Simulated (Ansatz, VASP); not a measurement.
This is a calculation of GaP for Ansatz 0.2.0.

File input.yaml:

```yaml
crystal:
  lattice:
    - [0.0, 2.72525, 2.72525]
    - [2.72525, 0.0, 2.72525]
    - [2.72525, 2.72525, 0.0]
  atoms:
    - { symbol: Ga, position: [0.0, 0.0, 0.0] }
    - { symbol: P, position: [0.75, 0.75, 0.75] }
kpoints:
  mp_grid: { grid: [8, 8, 8] }
scf:
  occupations: { method: fermi_dirac, width: 0.05 }
hamiltonian:
  xc: pbesol
  dispersion: d3bj
  pseudopotentials: { kind: all_electron, lapw: { basis_error: 0.001 } }
output:
  forces: true
  stress: true
relax:
  f_tol: 0.005
  max_steps: 60
  cell: {}
```

Potentials or basis: all-electron LAPW, scalar-relativistic.

Command:

```console
$ ansatz run input.yaml --threads 1 --pin off --max-ram 3072MiB --backend cpu --events-out ev --progress --plain --runs-dir out
```

Q: Translate it to VASP 6.6.1. Potentials there: VASP PAW PBE potentials, release 64 (Ga_d, P).

A: As run (the cutoff follows the program's own potentials):

The input INCAR:

```
SYSTEM = GaP
ALGO = Normal ; EDIFF = 1E-7
EDIFFG = -0.005 ; ENCUT = 600
GGA = PS ; IBRION = 2
ISIF = 3 ; ISMEAR = -1
IVDW = 12 ; LASPH = .TRUE.
LCHARG = .FALSE. ; LREAL = .FALSE.
LWAVE = .FALSE. ; NELM = 60
NSW = 80 ; PREC = Accurate
SIGMA = 0.05
```

KPOINTS

```
k-points
0
G
  8 8 8
  0 0 0
```

POSCAR

```
GaP
1.0
    0.0000000000      2.7252500000      2.7252500000
    2.7252500000      0.0000000000      2.7252500000
    2.7252500000      2.7252500000      0.0000000000
Ga P
1 1
Direct
    0.0000000000      0.0000000000      0.0000000000
    0.7500000000      0.7500000000      0.7500000000
```

Potentials or basis: VASP PAW PBE potentials, release 64 (Ga_d, P).

The run is started by

```sh
$ cat potpaw_PBE.64/Ga_d/POTCAR potpaw_PBE.64/P/POTCAR > POTCAR
$ mpirun -np 1 vasp_std > vasp.out
```

Both were run:

|  | VASP | Ansatz | Ansatz less VASP |
| --- | --- | --- | --- |
| relaxed volume (Å³/atom) | 19.57 | 19.58 | +0.016 |
| relaxed cell length with the largest relative difference (Å) | 3.811 | 3.812 | +0.0010 |

VASP's potentials were made for PBE, not for PBEsol. Ansatz ran all-electron here, and VASP with PAW potentials.
